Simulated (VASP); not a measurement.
## MgO: single point with LDA

Crystal: MgO.

```xyz
2
Lattice="0.0000 2.1285 2.1285 2.1285 0.0000 2.1285 2.1285 2.1285 0.0000" Properties=species:S:1:pos:R:3 pbc="T T T"
Mg    0.0000    0.0000    0.0000
O     2.1285    2.1285    2.1285
```

- Program: VASP 6.6.1
- Task: single point
- Functional: LDA
- Potentials or basis: VASP PAW LDA potentials, release 64 (Mg, O)
- Cutoff: 600 eV
- k mesh: 9 × 9 × 9
- Occupations: fermi-dirac, width 0.05 eV
- Spin: no spin polarisation
- Dipole correction: no
- Further INCAR settings: ALGO = Normal; EDIFF = 1e-06; NBANDS = 11

```json
{"Pressure": "-12.3 GPa", "Band gap on the k mesh": "4.35 eV, direct"}
```

Levels at points of the mesh, in eV from the valence-band top:
```csv
k point,band 1,band 2,band 3,band 4,band 5,band 6,band 7,band 8,band 9
"(0.00, 0.00, 0.00)",-16.84,0.00,0.00,0.00,4.35,15.35,15.35,15.35,19.30
```

It took 5.2 s on 1 thread of Intel Xeon 6975P-C, with other jobs on the host, peak memory 0.13 GiB.

A hybrid or GW would open this gap; LDA tends to underestimate it.
